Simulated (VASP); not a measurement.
# BAs (F-43m) in VASP: a series of runs

BAs is run at these levels: PBE; tasks: single point.

Everything below comes from runs of VASP 6.6.1. Logs are shortened: lines on timing, memory, paths and dates and some standing lists are left out, and cuts for length are marked.

### 1 The cell of the first run

The structure is cubic, space group F-43m (No. 216). The conventional cell has a = 4.784 Å, b = 4.784 Å, c = 4.784 Å, α = 90.00°, β = 90.00°, γ = 90.00°. Within 2.7 Å of B (site symmetry -43m) lie 4 As at 2.07 Å. Within 2.7 Å of As (site symmetry -43m) lie 4 B at 2.07 Å.

### 2 Single point, PBE

File INCAR:

```
SYSTEM = BAs
PREC     = Accurate       ! precision mode
ENCUT    = 520            ! plane-wave cutoff, eV
EDIFF    = 1E-6           ! SCF threshold, eV
ISMEAR   = 0              ! smearing method
SIGMA    = 0.01           ! smearing width, eV
LREAL    = .FALSE.        ! projectors in reciprocal space
LASPH    = .TRUE.         ! aspherical terms in the spheres
NELM     = 80             ! most SCF steps
ALGO     = Normal         ! electronic algorithm
ISIF     = 2              ! what is computed and relaxed
LWAVE    = .FALSE.        ! write WAVECAR
LCHARG   = .FALSE.        ! write CHGCAR
GGA      = PE             ! functional
NBANDS   = 11             ! bands
```

File KPOINTS:

```
Automatic mesh
0
G
  6 6 6
  0 0 0
```

File POSCAR:

```
BAs
1.0
    0.0000000000      2.3918700258      2.3918700258
    2.3918700258      0.0000000000      2.3918700258
    2.3918700258      2.3918700258      0.0000000000
B As
1 1
Direct
    0.0000000000      0.0000000000      0.0000000000
    0.2500000000      0.2500000000      0.2500000000
```

Potentials or basis: VASP PAW PBE potentials, release 64 (B, As).

On the command line:

```bash
> cat potpaw_PBE.64/B/POTCAR potpaw_PBE.64/As/POTCAR > POTCAR
> mpirun -np 1 vasp_std > vasp.out
```

OUTCAR:

```text
SYSTEM = BAs
   PREC = Accurate
   ENCUT = 520
   EDIFF = 1E-6
   ISMEAR = 0
   LREAL = .FALSE.
   LASPH = .TRUE.
   NELM = 80
   ISIF = 2
   GGA = PE

 ion  position               nearest neighbor table
   1  0.000  0.000  0.000-   2 2.07   2 2.07   2 2.07   2 2.07
   2  0.250  0.250  0.250-   1 2.07   1 2.07   1 2.07   1 2.07

  LATTYP: Found a face centered cubic cell.
 ALAT       =     4.7837400516

  Lattice vectors:

 A1 = (   0.0000000000,   2.3918700258,   2.3918700258)
 A2 = (   2.3918700258,   0.0000000000,   2.3918700258)
 A3 = (   2.3918700258,   2.3918700258,   0.0000000000)

Analysis of symmetry for initial positions (statically):
=====================================================================
 Subroutine PRICEL returns:
 Original cell was already a primitive cell.

 Routine SETGRP: Setting up the symmetry group for a
 face centered cubic supercell.

 Subroutine GETGRP returns: Found 24 space group operations
 (whereof 24 operations were pure point group operations)
 out of a pool of 48 trial point group operations.

The static configuration has the point symmetry T_d .

Analysis of symmetry for dynamics (positions and initial velocities):
=====================================================================
 Subroutine PRICEL returns:
 Original cell was already a primitive cell.

 Routine SETGRP: Setting up the symmetry group for a
 face centered cubic supercell.

 Subroutine GETGRP returns: Found 24 space group operations
 (whereof 24 operations were pure point group operations)
 out of a pool of 48 trial point group operations.

The dynamic configuration has the point symmetry T_d .

 Subroutine INISYM returns: Found 24 space group operations
 (whereof 24 operations are pure point group operations),
 and found     1 'primitive' translations

----------------------------------------------------------------------------------------

                                     Primitive cell

  volume of cell :      27.3680

  direct lattice vectors                    reciprocal lattice vectors
     0.000000000  2.391870026  2.391870026    -0.209041459  0.209041459  0.209041459
     2.391870026  0.000000000  2.391870026     0.209041459 -0.209041459  0.209041459
     2.391870026  2.391870026  0.000000000     0.209041459  0.209041459 -0.209041459

  length of vectors
     3.382615030  3.382615030  3.382615030     0.362070428  0.362070428  0.362070428

  position of ions in fractional coordinates (direct lattice)
     0.000000000  0.000000000  0.000000000
     0.250000000  0.250000000  0.250000000

  ion indices of the primitive-cell ions
   primitive index   ion index
                 1           1
                 2           2

----------------------------------------------------------------------------------------

 KPOINTS: Automatic mesh

Automatic generation of k-mesh.
 Grid dimensions read from file:
 generate k-points for:    6    6    6

 Generating k-lattice:

  Cartesian coordinates                     Fractional coordinates (reciprocal lattice)
    -0.034840243  0.034840243  0.034840243     0.166666667  0.000000000  0.000000000
     0.034840243 -0.034840243  0.034840243     0.000000000  0.166666667  0.000000000
     0.034840243  0.034840243 -0.034840243     0.000000000  0.000000000  0.166666667

  Length of vectors
     0.060345071  0.060345071  0.060345071

  Shift w.r.t. Gamma in fractional coordinates (k-lattice)
     0.000000000  0.000000000  0.000000000

 Subroutine IBZKPT returns following result:
 ===========================================

 Found     16 irreducible k-points:

 Following reciprocal coordinates:
            Coordinates               Weight
  0.000000  0.000000  0.000000      1.000000
  0.166667  0.000000  0.000000      8.000000
  0.333333  0.000000  0.000000      8.000000
  0.500000  0.000000  0.000000      4.000000
  0.166667  0.166667  0.000000      6.000000
  0.333333  0.166667  0.000000     24.000000
[... 8 lines left out ...]
 -0.333333  0.333333  0.166667     24.000000
 -0.333333  0.500000  0.166667     12.000000
   k-points           NKPTS =     16   k-points in BZ     NKDIM =     16   number of bands    NBANDS=     11
   number of dos      NEDOS =    301   number of ions     NIONS =      2
   total plane-waves  NPLWV =  21952
   dimension x,y,z NGX =    28 NGY =   28 NGZ =   28
   dimension x,y,z NGXF=    56 NGYF=   56 NGZF=   56
   ions per type =               1   1
   NGX,Y,Z   is equivalent  to a cutoff of  13.76, 13.76, 13.76 a.u.
   NGXF,Y,Z  is equivalent  to a cutoff of  27.52, 27.52, 27.52 a.u.
 SYSTEM =  BAs
   PREC   = accura    normal or accurate (medium, high low for compatibility)
   ISTART =      0    job   : 0-new  1-cont  2-samecut
   ICHARG =      2    charge: 1-file 2-atom 10-const
   ISPIN  =      1    spin polarized calculation?
   LNONCOLLINEAR =      F non collinear calculations
   LSORBIT =      F    spin-orbit coupling
   LASPH  =      T    aspherical Exc in radial PAW
   ENCUT  =  520.0 eV  38.22 Ry    6.18 a.u.   6.29  6.29  6.29*2*pi/ulx,y,z
   NELM   =     80;   NELMIN=  2; NELMDL= -5     # of ELM steps
   EDIFF  = 0.1E-05   stopping-criterion for ELM
   LREAL  =      F    real-space projection
   EDIFFG = 0.1E-04   stopping-criterion for IOM
   NSW    =      0    number of steps for IOM
   IBRION =     -1    ionic relax: 0-MD 1-quasi-New 2-CG
   NFREE  =      0    steps in history (QN), initial steepest desc. (CG)
   ISIF   =      2    stress and relaxation
   ISYM   =      2    0-nonsym 1-usesym 2-fastsym
   POTIM  = 0.5000    time-step for ionic-motion
   TEBEG  =    0.0;   TEEND  =   0.0 temperature during run
   PSTRESS=    0.0 pullay stress
   NELECT =       8.0000    total number of electrons
   NUPDOWN=      -1.0000    fix difference up-down
   EMIN   =  10.00;   EMAX   =-10.00  energy-range for DOS
   EFERMI =   0.00;   METHOD = LEGACY
   ISMEAR =     0;   SIGMA  =   0.01  broadening in eV -4-tet -1-fermi 0-gaus
   EFERMI_NEDOS =   21; number of points for ismear=-14 and -15
   IALGO  =     38    algorithm
   IMIX   =      4    mixing-type and parameters
     AMIX     =   0.40;   BMIX     =  1.00
     AMIX_MAG =   1.60;   BMIX_MAG =  1.00
  volume/ion in A,a.u.               =      13.68        92.34
  Fermi-wavevector in a.u.,A,eV,Ry     =   1.086485  2.053160 16.061006  1.180451
  Thomas-Fermi vector in A             =   2.222623
   LORBIT       =      0    0 simple, 1 ext, 2 COOP (PROOUT), +10 PAW based schemes
   GGA     = PE    functional components
   LHFCALC =     F    Hartree Fock is set to
   AEXX    =    0.0000 exact exchange contribution
   IVDW    =     0    specifies the selected vdW correction
   LEPSILON=     F    determine dielectric tensor
   LRPA    =     F    only Hartree local field effects (RPA)
 non-spin polarized calculation
 Gauss-broadening in eV      SIGMA  =   0.01
  energy-cutoff  :      520.00
  volume of cell :       27.37
 maximum number of plane-waves:       754
 NGX is ok and might be reduce to    28
   NGX = 13   NGY = 13   NGZ = 13

 number of electron       8.0000000 magnetization

 Free energy of the ion-electron system (eV)
  ---------------------------------------------------
  ext. energy  EPLUGINS =         0.00000000
  ---------------------------------------------------
  free energy    TOTEN  =       -11.38994640 eV

  energy without entropy =      -11.38994640  energy(sigma->0) =      -11.38994640

 E-fermi :   6.1351     XC(G=0): -10.5627

 val. band max:        6.0858856655   @ k =   0.0000   0.0000   0.0000
 cond. band min:       7.3618603535   @ k =   0.3333   0.3333   0.0000
 fundamental gap:      1.2759746879
 Fermi energy:         6.1351427304

 k-point     1 :       0.0000    0.0000    0.0000
  band No.  band energies     occupation
      1      -9.2787      2.00000
      2       6.0859      2.00000
      3       6.0859      2.00000
      4       6.0859      2.00000
      5       9.3545      0.00000
      6       9.3545      0.00000
      7       9.3545      0.00000
      8      10.7194      0.00000
      9      15.6471      0.00000
     10      19.0152      0.00000
     11      19.0152      0.00000

 k-point     2 :       0.1667    0.0000    0.0000
  band No.  band energies     occupation
      1      -8.8276      2.00000
      2       3.1336      2.00000
      3       5.4068      2.00000
      4       5.4068      2.00000
      5       9.3666      0.00000
      6      10.2380      0.00000
      7      10.2380      0.00000
      8      12.6979      0.00000
      9      17.0631      0.00000
     10      17.3623      0.00000
     11      17.3623      0.00000

 k-point     3 :       0.3333    0.0000    0.0000
  band No.  band energies     occupation
      1      -7.5672      2.00000
      2      -0.6369      2.00000
      3       4.5754      2.00000
      4       4.5754      2.00000
      5       8.9248      0.00000
      6      10.9042      0.00000
      7      10.9042      0.00000
      8      14.7472      0.00000
      9      17.5512      0.00000
     10      18.0909      0.00000
     11      18.0909      0.00000

 k-point     4 :       0.5000    0.0000    0.0000
  band No.  band energies     occupation
      1      -6.4220      2.00000
      2      -2.6741      2.00000
      3       4.2707      2.00000
      4       4.2707      2.00000
      5       8.7524      0.00000
      6      10.8586      0.00000
      7      10.8586      0.00000
      8      14.9408      0.00000
      9      18.7707      0.00000
     10      20.6226      0.00000
     11      20.6226      0.00000

 k-point     5 :       0.1667    0.1667    0.0000
  band No.  band energies     occupation
      1      -8.6755      2.00000
      2       3.7995      2.00000
      3       4.3808      2.00000
      4       4.3808      2.00000
      5       8.3281      0.00000
      6      11.6938      0.00000
      7      11.7042      0.00000
      8      11.7042      0.00000
      9      15.7464      0.00000
     10      17.8347      0.00000
     11      19.6769      0.00000
[... 99 lines left out ...]
 k-point    13 :       0.5000    0.5000    0.0000
  band No.  band energies     occupation
      1      -5.1108      2.00000
      2      -2.4224      2.00000
      3       2.0215      2.00000
      4       2.0215      2.00000
      5       7.5156      0.00000
      6       7.5289      0.00000
      7      17.4118      0.00000
      8      17.4118      0.00000
      9      18.9134      0.00000
     10      23.2902      0.00000
     11      23.8574      0.00000

 k-point    14 :       0.5000    0.3333    0.1667
  band No.  band energies     occupation
      1      -6.4911      2.00000
      2      -0.6569      2.00000
      3       1.2306      2.00000
      4       2.8827      2.00000
      5       9.8589      0.00000
      6      11.2661      0.00000
      7      11.9308      0.00000
      8      15.0987      0.00000
      9      17.5078      0.00000
     10      19.7824      0.00000
     11      22.1250      0.00000

 k-point    15 :      -0.3333    0.3333    0.1667
  band No.  band energies     occupation
      1      -5.4706      2.00000
      2      -1.9424      2.00000
      3       0.6907      2.00000
      4       2.2379      2.00000
      5      10.4108      0.00000
      6      11.3088      0.00000
      7      13.5159      0.00000
      8      14.9577      0.00000
      9      16.3092      0.00000
     10      20.5093      0.00000
     11      22.3122      0.00000

 k-point    16 :      -0.3333    0.5000    0.1667
  band No.  band energies     occupation
      1      -4.9934      2.00000
      2      -2.1020      2.00000
      3       0.9535      2.00000
      4       1.1485      2.00000
      5       9.8541      0.00000
      6      10.0646      0.00000
      7      14.7033      0.00000
      8      14.9487      0.00000
      9      18.3580      0.00000
     10      21.6917      0.00000
     11      21.8840      0.00000

------------------------ aborting loop because EDIFF is reached ----------------------------------------

  FORCE on cell =-STRESS in cart. coord.  units (eV):
  Direction    XX          YY          ZZ          XY          YZ          ZX
  --------------------------------------------------------------------------------------
  -------------------------------------------------------------------------------------
  Total        0.4865748      0.4865748      0.4865748     -0.0000000      0.0000000     -0.0000000
  in kB       28.4850794     28.4850794     28.4850794     -0.0000000      0.0000000     -0.0000000
  external PRESSURE =      28.4850794 kB  Pullay stress =       0.0000000 kB

 VOLUME and BASIS-vectors are now :
 -----------------------------------------------------------------------------
  energy-cutoff  :      520.00
  volume of cell :       27.37
      direct lattice vectors                 reciprocal lattice vectors
     0.000000000  2.391870026  2.391870026    -0.209041459  0.209041459  0.209041459
     2.391870026  0.000000000  2.391870026     0.209041459 -0.209041459  0.209041459
     2.391870026  2.391870026  0.000000000     0.209041459  0.209041459 -0.209041459

 POSITION                                       TOTAL-FORCE (eV/Angst)
 -----------------------------------------------------------------------------------
      0.00000      0.00000      0.00000         0.000000      0.000000      0.000000
      1.19594      1.19594      1.19594        -0.000000     -0.000000     -0.000000
 -----------------------------------------------------------------------------------
    total drift:                               -0.000000     -0.000000     -0.000000

  FREE ENERGIE OF THE ION-ELECTRON SYSTEM (eV)
  ---------------------------------------------------
  free  energy   TOTEN  =       -11.3899463986 eV

  energy  without entropy=      -11.3899463986  energy(sigma->0) =      -11.38994640
```

It took 3.9 s on 1 thread of Intel Xeon 6975P-C (Granite Rapids), shared host; peak memory 0.15 GiB.

Results:

| Property | Result |
| --- | --- |
| Free energy | -11.3899 eV |
| Pressure | 2.8 GPa |
| Band gap on the k mesh | 1.28 eV, indirect (least direct gap 3.27 eV) |

A k mesh can miss the band edges.

### 3 Single point, PBE

File INCAR:

```
ALGO     = Normal         # electronic algorithm
EDIFF    = 1E-6           # SCF threshold, eV
ENCUT    = 520            # plane-wave cutoff, eV
GGA      = PE             # functional
ISIF     = 2              # what is computed and relaxed
ISMEAR   = 0              # smearing method
LASPH    = T              # aspherical terms in the spheres
LCHARG   = F              # write CHGCAR
LREAL    = F              # projectors in reciprocal space
LWAVE    = F              # write WAVECAR
NBANDS   = 11             # bands
NELM     = 60             # most SCF steps
PREC     = Accurate       # precision mode
SIGMA    = 0.01           # smearing width, eV
```

File KPOINTS:

```
k-points
0
Gamma
  6 6 6
```

POSCAR is that of step 2.

Potentials or basis: VASP PAW PBE potentials, release 64 (B, As).

On the command line:

```bash
> cat potpaw_PBE.64/B/POTCAR potpaw_PBE.64/As/POTCAR > POTCAR
> mpirun -np 1 vasp_std > vasp.out
```

It took 3.9 s on 1 thread of Intel Xeon 6975P-C (Granite Rapids), shared host; peak memory 0.15 GiB.

The run converged. Its results:

```
Free energy            : -11.3899 eV
Pressure               : 2.8 GPa
Band gap on the k mesh : 1.28 eV, indirect (least direct gap 3.27 eV)
```

Levels at points of the mesh, in eV from the valence-band top:
```csv
k point,band 1,band 2,band 3,band 4,band 5,band 6,band 7,band 8
"(0.00, 0.00, 0.00)",-15.36,0.00,0.00,0.00,3.27,3.27,3.27,4.63
"(0.50, 0.00, 0.00)",-12.51,-8.76,-1.82,-1.82,2.67,4.77,4.77,8.85
"(0.50, 0.50, 0.00)",-11.20,-8.51,-4.06,-4.06,1.43,1.44,11.33,11.33
```
